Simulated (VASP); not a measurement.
# H4Os (Cmmm) in VASP: notebook

H4Os is run at these levels: PBE; tasks: single point, relaxation of cell and atoms.

Everything below comes from runs of VASP 6.6.1. Logs are shortened: lines on timing, memory, paths and dates and some standing lists are left out, and cuts for length are marked.

## (1) The cell of the first run

The structure is orthorhombic, space group Cmmm (No. 65). Conventional cell: a = 3.842 Å, b = 5.007 Å, c = 3.052 Å, α = 90.00°, β = 90.00°, γ = 90.00°. Within 2.2 Å of H (site symmetry m2m) lie 7 H at 1.47 to 2.18 Å and 3 Os at 1.77 to 2.06 Å. Within 2.3 Å of H (site symmetry 2mm) lie 2 Os at 1.77 Å and 6 H at 1.78 to 2.06 Å. Os (site symmetry mmm) has 10 H at 1.77 to 2.06 Å within 2.3 Å.

## (2) Single point, PBE (atoms taken out)

The input, INCAR:

```
SYSTEM = H4Os
  ALGO = Normal
  EDIFF = 1E-6
  ENCUT = 500
  GGA = PE
  GGA_COMPAT = .FALSE.
  ISIF = 2
  ISMEAR = 0
  LASPH = .TRUE.
  LCHARG = .FALSE.
  LREAL = .FALSE.
  LWAVE = .FALSE.
  NBANDS = 18
  NELM = 120
  PREC = Accurate
  SIGMA = 0.1
```

The input, KPOINTS:

```
k-points
0
G
  12 12 12
  0 0 0
```

The input, POSCAR:

```
H4Os
1.0
    1.9210866246     -2.5036933790      0.0000000000
    1.9210866246      2.5036933790      0.0000000000
    0.0000000000      0.0000000000      3.0519310213
H Os
4 1
Direct
    0.6463938605      0.3536061395      0.0000000000
    0.3536061395      0.6463938605      0.0000000000
    0.7679843152      0.7679843152      0.5000000000
    0.2320156848      0.2320156848      0.5000000000
    0.0000000000      0.0000000000      0.0000000000
```

Potentials or basis: VASP PAW PBE potentials, release 64 (H, Os_sv_GW).

The run is started by

```bash
$ cat potpaw_PBE.64/H/POTCAR potpaw_PBE.64/Os_sv_GW/POTCAR > POTCAR
$ mpirun -np 1 vasp_std > vasp.out
```

OUTCAR:

```text
SYSTEM = H4Os
   EDIFF = 1E-6
   ENCUT = 500
   GGA = PE
   ISIF = 2
   ISMEAR = 0
   LASPH = .TRUE.
   LREAL = .FALSE.
   NELM = 120
   PREC = Accurate

 ion  position               nearest neighbor table
   1  0.646  0.354  0.000-   5 1.77   5 2.06   5 2.06
   2  0.354  0.646  0.000-   5 1.77   5 2.06   5 2.06
   3  0.768  0.768  0.500-   5 1.77   5 1.77
   4  0.232  0.232  0.500-   5 1.77   5 1.77
   5  0.000  0.000  0.000-   3 1.77   4 1.77   3 1.77   4 1.77   1 1.77   2 1.77   1 2.06   2 2.06
                             1 2.06   2 2.06

  LATTYP: Found a base centered orthorhombic cell.
 ALAT       =     3.8421732492
 B/A-ratio  =     1.3032693825
 C/A-ratio  =     0.7943241555

  Lattice vectors:

 A1 = (   1.9210866246,  -2.5036933790,   0.0000000000)
 A2 = (   1.9210866246,   2.5036933790,   0.0000000000)
 A3 = (   0.0000000000,   0.0000000000,   3.0519310213)

Analysis of symmetry for initial positions (statically):
=====================================================================
 Subroutine PRICEL returns:
 Original cell was already a primitive cell.

 Routine SETGRP: Setting up the symmetry group for a
 base centered orthorhombic supercell.

 Subroutine GETGRP returns: Found  8 space group operations
 (whereof  8 operations were pure point group operations)
 out of a pool of  8 trial point group operations.

The static configuration has the point symmetry D_2h.

Analysis of symmetry for dynamics (positions and initial velocities):
=====================================================================
 Subroutine PRICEL returns:
 Original cell was already a primitive cell.

 Routine SETGRP: Setting up the symmetry group for a
 base centered orthorhombic supercell.

 Subroutine GETGRP returns: Found  8 space group operations
 (whereof  8 operations were pure point group operations)
 out of a pool of  8 trial point group operations.

The dynamic configuration has the point symmetry D_2h.

 Subroutine INISYM returns: Found  8 space group operations
 (whereof  8 operations are pure point group operations),
 and found     1 'primitive' translations

----------------------------------------------------------------------------------------

                                     Primitive cell

  volume of cell :      29.3584

  direct lattice vectors                    reciprocal lattice vectors
     1.921086625 -2.503693379  0.000000000     0.260269367 -0.199704966  0.000000000
     1.921086625  2.503693379  0.000000000     0.260269367  0.199704966  0.000000000
     0.000000000  0.000000000  3.051931021     0.000000000  0.000000000  0.327661403

  length of vectors
     3.155796945  3.155796945  3.051931021     0.328058252  0.328058252  0.327661403

  position of ions in fractional coordinates (direct lattice)
     0.646393860  0.353606140  0.000000000
     0.353606140  0.646393860  0.000000000
     0.767984315  0.767984315  0.500000000
     0.232015685  0.232015685  0.500000000
     0.000000000  0.000000000  0.000000000

  ion indices of the primitive-cell ions
   primitive index   ion index
                 1           1
                 2           2
                 3           3
                 4           4
                 5           5

----------------------------------------------------------------------------------------

 KPOINTS: k-points

Automatic generation of k-mesh.
 Grid dimensions read from file:
 generate k-points for:   12   12   12

 Generating k-lattice:

  Cartesian coordinates                     Fractional coordinates (reciprocal lattice)
     0.021689114 -0.016642080  0.000000000     0.083333333  0.000000000  0.000000000
     0.021689114  0.016642080  0.000000000     0.000000000  0.083333333  0.000000000
     0.000000000  0.000000000  0.027305117     0.000000000  0.000000000  0.083333333

  Length of vectors
     0.027338188  0.027338188  0.027305117

  Shift w.r.t. Gamma in fractional coordinates (k-lattice)
     0.000000000  0.000000000  0.000000000

 Subroutine IBZKPT returns following result:
 ===========================================

 Found    301 irreducible k-points:

 Following reciprocal coordinates:
            Coordinates               Weight
  0.000000  0.000000  0.000000      1.000000
  0.083333  0.000000  0.000000      4.000000
  0.166667 -0.000000  0.000000      4.000000
  0.250000 -0.000000  0.000000      4.000000
  0.333333 -0.000000  0.000000      4.000000
  0.416667  0.000000  0.000000      4.000000
[... 16 lines left out ...]
  0.500000  0.166667  0.000000      4.000000
 -0.416667  0.166667  0.000000      4.000000
 [... further k-points ...]
   k-points           NKPTS =    301   k-points in BZ     NKDIM =    301   number of bands    NBANDS=     18
   number of dos      NEDOS =    301   number of ions     NIONS =      5
   total plane-waves  NPLWV =  13824
   dimension x,y,z NGX =    24 NGY =   24 NGZ =   24
   dimension x,y,z NGXF=    48 NGYF=   48 NGZF=   48
   ions per type =               4   1
   NGX,Y,Z   is equivalent  to a cutoff of  12.64, 12.64, 13.07 a.u.
   NGXF,Y,Z  is equivalent  to a cutoff of  25.29, 25.29, 26.15 a.u.
 SYSTEM =  H4Os
   PREC   = accura    normal or accurate (medium, high low for compatibility)
   ISTART =      0    job   : 0-new  1-cont  2-samecut
   ICHARG =      2    charge: 1-file 2-atom 10-const
   ISPIN  =      1    spin polarized calculation?
   LNONCOLLINEAR =      F non collinear calculations
   LSORBIT =      F    spin-orbit coupling
   LASPH  =      T    aspherical Exc in radial PAW
   ENCUT  =  500.0 eV  36.75 Ry    6.06 a.u.   5.75  5.75  5.56*2*pi/ulx,y,z
   NELM   =    120;   NELMIN=  2; NELMDL= -5     # of ELM steps
   EDIFF  = 0.1E-05   stopping-criterion for ELM
   LREAL  =      F    real-space projection
[... 7 lines left out ...]
   TEBEG  =    0.0;   TEEND  =   0.0 temperature during run
   PSTRESS=    0.0 pullay stress
   NELECT =      20.0000    total number of electrons
   NUPDOWN=      -1.0000    fix difference up-down
   EMIN   =  10.00;   EMAX   =-10.00  energy-range for DOS
   EFERMI =   0.00;   METHOD = LEGACY
   ISMEAR =     0;   SIGMA  =   0.10  broadening in eV -4-tet -1-fermi 0-gaus
   EFERMI_NEDOS =   21; number of points for ismear=-14 and -15
   IALGO  =     38    algorithm
   IMIX   =      4    mixing-type and parameters
     AMIX     =   0.40;   BMIX     =  1.00
     AMIX_MAG =   1.60;   BMIX_MAG =  1.00
  volume/ion in A,a.u.               =       5.87        39.62
  Fermi-wavevector in a.u.,A,eV,Ry     =   1.440480  2.722112 28.231852  2.074983
  Thomas-Fermi vector in A             =   2.559219
   LORBIT       =      0    0 simple, 1 ext, 2 COOP (PROOUT), +10 PAW based schemes
   GGA     = PE    functional components
   LHFCALC =     F    Hartree Fock is set to
   AEXX    =    0.0000 exact exchange contribution
   IVDW    =     0    specifies the selected vdW correction
   LEPSILON=     F    determine dielectric tensor
   LRPA    =     F    only Hartree local field effects (RPA)
 non-spin polarized calculation
 Gauss-broadening in eV      SIGMA  =   0.10
  energy-cutoff  :      500.00
  volume of cell :       29.36
 maximum number of plane-waves:       758
   NGX = 11   NGY = 11   NGZ = 11

 number of electron      20.0000005 magnetization

 Free energy of the ion-electron system (eV)
  ---------------------------------------------------
  ext. energy  EPLUGINS =         0.00000000
  ---------------------------------------------------
  free energy    TOTEN  =       -23.72091078 eV

  energy without entropy =      -23.71865320  energy(sigma->0) =      -23.71978199

 E-fermi :   7.0238     XC(G=0): -11.9807

 val. band max:        6.9895018065   @ k =   0.0000   0.0000   0.0000
 cond. band min:       7.0521813865   @ k =   0.4167   0.0833   0.0000
 fundamental gap:      0.0626795800
 Fermi energy:         7.0237848814

 k-point     1 :       0.0000    0.0000    0.0000
  band No.  band energies     occupation
      1     -79.3473      2.00000
      2     -38.8462      2.00000
      3     -38.7528      2.00000
      4     -38.6215      2.00000
      5      -5.8636      2.00000
      6      -0.8220      2.00000
[... 10 lines left out ...]
     17      22.0352      0.00000
     18      24.1246      0.00000

 k-point     2 :       0.0833    0.0000    0.0000
  band No.  band energies     occupation
      1     -79.3471      2.00000
      2     -38.8502      2.00000
      3     -38.7525      2.00000
      4     -38.6261      2.00000
      5      -5.7326      2.00000
      6      -0.7895      2.00000
[... 10 lines left out ...]
     17      22.6150      0.00000
     18      24.6479      0.00000

 k-point     3 :       0.1667   -0.0000    0.0000
  band No.  band energies     occupation
      1     -79.3466      2.00000
      2     -38.8618      2.00000
      3     -38.7512      2.00000
      4     -38.6394      2.00000
      5      -5.3487      2.00000
      6      -0.7102      2.00000
[... 10 lines left out ...]
     17      22.8004      0.00000
     18      25.3357      0.00000

 k-point     4 :       0.2500   -0.0000    0.0000
  band No.  band energies     occupation
      1     -79.3456      2.00000
      2     -38.8795      2.00000
      3     -38.7491      2.00000
      4     -38.6539      2.00000
      5      -4.7373      2.00000
      6      -0.6394      2.00000
[... 375 lines left out ...]
      4     -38.7003      2.00000
      5      -2.1645      2.00000
      6      -1.9257      2.00000
[... 10 lines left out ...]
     17      21.9478      0.00000
     18      22.7659      0.00000

 k-point    23 :       0.5000    0.1667    0.0000
  band No.  band energies     occupation
      1     -79.3427      2.00000
      2     -38.9194      2.00000
      3     -38.7424      2.00000
      4     -38.7033      2.00000
      5      -2.6498      2.00000
      6      -1.2559      2.00000
[... 10 lines left out ...]
     17      21.2091      0.00000
     18      22.6590      0.00000

 k-point    24 :      -0.4167    0.1667    0.0000
  band No.  band energies     occupation
      1     -79.3430      2.00000
      2     -38.9106      2.00000
      3     -38.7431      2.00000
      4     -38.7005      2.00000
      5      -3.4205      2.00000
      6      -0.4764      2.00000
[... 10 lines left out ...]
     17      21.0781      0.00000
     18      23.3774      0.00000

 [... further k-points ...]

------------------------ aborting loop because EDIFF is reached ----------------------------------------

  FORCE on cell =-STRESS in cart. coord.  units (eV):
  Direction    XX          YY          ZZ          XY          YZ          ZX
  --------------------------------------------------------------------------------------
  -------------------------------------------------------------------------------------
  Total       -0.2912836     -0.2802563     -0.2827699      0.0000000      0.0000000      0.0000000
  in kB      -15.8962172    -15.2944279    -15.4315978      0.0000000      0.0000000      0.0000000
  external PRESSURE =     -15.5407476 kB  Pullay stress =       0.0000000 kB

 VOLUME and BASIS-vectors are now :
 -----------------------------------------------------------------------------
  energy-cutoff  :      500.00
  volume of cell :       29.36
      direct lattice vectors                 reciprocal lattice vectors
     1.921086625 -2.503693379  0.000000000     0.260269367 -0.199704966  0.000000000
     1.921086625  2.503693379  0.000000000     0.260269367  0.199704966  0.000000000
     0.000000000  0.000000000  3.051931021     0.000000000  0.000000000  0.327661403

 POSITION                                       TOTAL-FORCE (eV/Angst)
 -----------------------------------------------------------------------------------
      1.92109     -0.73305      0.00000         0.000000      0.005447      0.000000
      1.92109      0.73305      0.00000         0.000000     -0.005447     -0.000000
      2.95073      0.00000      1.52597        -0.003528      0.000000      0.000000
      0.89144      0.00000      1.52597         0.003528      0.000000     -0.000000
      0.00000      0.00000      0.00000         0.000000      0.000000      0.000000
 -----------------------------------------------------------------------------------
    total drift:                                0.000000      0.000000      0.000000

  FREE ENERGIE OF THE ION-ELECTRON SYSTEM (eV)
  ---------------------------------------------------
  free  energy   TOTEN  =       -23.7209107768 eV

  energy  without entropy=      -23.7186532025  energy(sigma->0) =      -23.71978199
```

Run time: 2 min. Hardware: 1 thread of AMD EPYC 7R43 (Zen 3), shared host; peak memory 0.23 GiB.

What came out:

```yaml
Free_energy: -23.7209 eV
Pressure: -1.6 GPa
Largest_force: 0.005 eV/Å
Band_gap_on_the_k_mesh: zero (bands 10 and 11 overlap by 1.18 eV)
```

Forces on the atoms (eV/Å):
```
H    0.000  0.005  0.000
H    0.000 -0.005  0.000
H   -0.004  0.000  0.000
H    0.004  0.000  0.000
Os   0.000  0.000  0.000
```

Levels at points of the mesh, in eV from the Fermi level:
```csv
k point,band 8,band 9,band 10,band 11,band 12,band 13
"(0.00, 0.00, 0.00)",-1.84,-1.03,-0.04,-0.03,0.81,7.64
"(0.50, 0.00, 0.00)",-2.18,-2.09,-0.36,0.72,0.79,6.86
"(0.50, 0.50, 0.00)",-2.43,-1.68,-1.45,0.28,1.16,6.41
"(0.00, 0.00, 0.50)",-3.58,-1.56,-1.55,1.18,1.48,9.70
"(0.50, 0.00, 0.50)",-4.52,-2.44,-1.78,0.40,2.82,5.87
"(0.50, 0.50, 0.50)",-4.36,-3.17,0.33,0.43,4.74,5.71
```

Caveat: the cell differs from its parent crystal (atoms taken out); spin-orbit coupling is left out, which moves the levels of the heavy elements.

## (3) Single point, PBE (atoms taken out)

The input, INCAR:

```
SYSTEM = H4Os
PREC = Accurate ; ENCUT = 520
EDIFF = 1E-6 ; ISMEAR = 0
SIGMA = 0.1 ; LREAL = .False.
LASPH = .True. ; NELM = 100
ALGO = Normal ; ISIF = 2
LWAVE = .False. ; LCHARG = .True.
GGA = PE ; LELF = .True.
LVHAR = .True. ; NBANDS = 14
```

The input, KPOINTS:

```
regular mesh
0
Gamma
  4 4 4
  0 0 0
```

The input, POSCAR:

```
H4Os
1.0
    2.1342149360     -2.9646568660      0.0000000000
    2.1342149360      2.9646568660      0.0000000000
    0.0000000000      0.0000000000      2.5743555270
H Os
4 1
Direct
    0.7031560736      0.2968439264      0.0000000000
    0.2968439264      0.7031560736      0.0000000000
    0.7151666980      0.7151666980      0.5000000000
    0.2848333020      0.2848333020      0.5000000000
    0.0000000000      0.0000000000      0.0000000000
```

Potentials or basis: VASP PAW PBE potentials, release 64 (H, Os).

The run is started by

```bash
$ cat potpaw_PBE.64/H/POTCAR potpaw_PBE.64/Os/POTCAR > POTCAR
$ mpirun -np 1 vasp_std > vasp.out
```

Wall time 7.4 s (1 thread of Intel Xeon Platinum 8375C at 2.90GHz (Ice Lake), shared host); peak memory 0.14 GiB.

The run converged. Its results:

| Item | Value |
| --- | --- |
| Free energy | -21.8941 eV |
| Pressure | 0.2 GPa |
| Largest force | 0.046 eV/Å |
| Band gap on the k mesh | zero (bands 6 and 7 overlap by 0.74 eV) |

Forces in eV/Å, atoms in the order of the input:
```
H    0.000  0.025  0.000
H    0.000 -0.025  0.000
H   -0.046  0.000  0.000
H    0.046  0.000  0.000
Os   0.000  0.000  0.000
```

Stress tensor (GPa, compression positive):
```
0.34 0.00 0.00
0.00 0.09 0.00
0.00 0.00 0.26
```

Levels at points of the mesh, in eV from the Fermi level:
| k point | band 2 | band 3 | band 4 | band 5 | band 6 | band 7 | band 8 | band 9 | band 10 | band 11 |
| --- | --- | --- | --- | --- | --- | --- | --- | --- | --- | --- |
| (0.00, 0.00, 0.00) | -6.39 | -3.20 | -2.97 | -1.29 | -0.61 | 0.37 | 1.09 | 8.60 | 9.17 | 9.78 |
| (0.50, 0.00, 0.00) | -7.49 | -6.39 | -2.97 | -0.83 | 0.20 | 0.54 | 0.96 | 6.68 | 8.17 | 14.77 |
| (0.50, 0.50, 0.00) | -5.80 | -5.38 | -2.72 | -2.13 | -0.66 | 0.24 | 0.76 | 4.51 | 10.77 | 12.17 |
| (0.00, 0.00, 0.50) | -6.81 | -4.91 | -2.98 | -1.63 | -1.35 | 1.25 | 5.02 | 9.49 | 10.38 | 11.08 |
| (0.50, 0.00, 0.50) | -5.08 | -3.49 | -2.72 | -2.09 | -1.01 | 0.22 | 5.04 | 5.82 | 7.71 | 9.85 |
| (0.50, 0.50, 0.50) | -4.66 | -4.27 | -3.44 | -2.60 | 0.06 | 0.12 | 6.04 | 7.04 | 7.08 | 8.10 |

Caveat: the k points lie up to 0.61 Å⁻¹ apart, too coarse for converged energies and pressures of a metal; the cell differs from its parent crystal (atoms taken out); spin-orbit coupling is left out, which moves the levels of the heavy elements.

## (4) Single point, PBE (atoms taken out)

The input, INCAR:

```
PREC = Accurate ; ENCUT = 520
EDIFF = 1E-7 ; ISMEAR = 0
SIGMA = 0.1 ; LREAL = F
LASPH = T ; NELM = 80
ALGO = Normal ; ISIF = 2
LWAVE = F ; LCHARG = T
GGA = PE ; LELF = T
LVHAR = T ; NBANDS = 14
```

The input, KPOINTS:

```
Automatic mesh
0
Gamma
  4 4 4
```

The input, POSCAR:

```
H4Os
1.0
    4.1303648600     -4.1303648600      0.0000000000
    4.1303648600      4.1303648600      0.0000000000
    0.0000000000      0.0000000000      3.7967917000
H Os
4 1
Direct
    0.6950000000      0.3050000000      0.0000000000
    0.3050000000      0.6950000000      0.0000000000
    0.8050000000      0.8050000000      0.5000000000
    0.1950000000      0.1950000000      0.5000000000
    0.0000000000      0.0000000000      0.0000000000
```

The run is started by

```bash
$ cat potpaw_PBE.64/H/POTCAR potpaw_PBE.64/Os/POTCAR > POTCAR
$ mpirun -np 1 vasp_std > vasp.out
```

Wall time 38 s (1 thread of Intel Xeon Platinum 8375C at 2.90GHz (Ice Lake), shared host); peak memory 0.26 GiB.

The run converged. Its results:

```
Free energy            : -11.7151 eV
Pressure               : -13.0 GPa
Largest force          : 1.911 eV/Å
Band gap on the k mesh : zero (bands 6 and 7 overlap by 0.08 eV)
```

Forces on the atoms (eV/Å):
```
H    0.000 -1.889  0.000
H    0.000  1.889  0.000
H    1.911  0.000  0.000
H   -1.911  0.000  0.000
Os   0.000  0.000  0.000
```

Stress tensor (GPa, compression positive):
```
 -8.64   0.00   0.00
  0.00 -13.06   0.00
  0.00   0.00 -17.16
```

Levels at points of the mesh, in eV from the Fermi level:
| k point | band 4 | band 5 | band 6 | band 7 | band 8 | band 9 |
| --- | --- | --- | --- | --- | --- | --- |
| (0.00, 0.00, 0.00) | -0.34 | -0.14 | -0.07 | -0.01 | 0.09 | 2.09 |
| (0.50, 0.00, 0.00) | -0.35 | -0.08 | -0.02 | -0.01 | 0.09 | 2.27 |
| (0.50, 0.50, 0.00) | -0.42 | -0.33 | -0.04 | -0.02 | 0.08 | 1.57 |
| (0.00, 0.00, 0.50) | -0.41 | -0.04 | -0.03 | 0.36 | 0.84 | 2.94 |
| (0.50, 0.00, 0.50) | -0.42 | -0.14 | -0.03 | 0.04 | 0.96 | 2.80 |
| (0.50, 0.50, 0.50) | -0.44 | 0.03 | 0.04 | 0.11 | 0.99 | 2.70 |

Caveat: the k points lie up to 0.41 Å⁻¹ apart; the cell differs from its parent crystal (atoms taken out); spin-orbit coupling is left out, which moves the levels of the heavy elements; forces of over 1 eV/Å act on the atoms, so gaps and moduli don't describe the material at rest.

(Continued in part 2 of 2.)
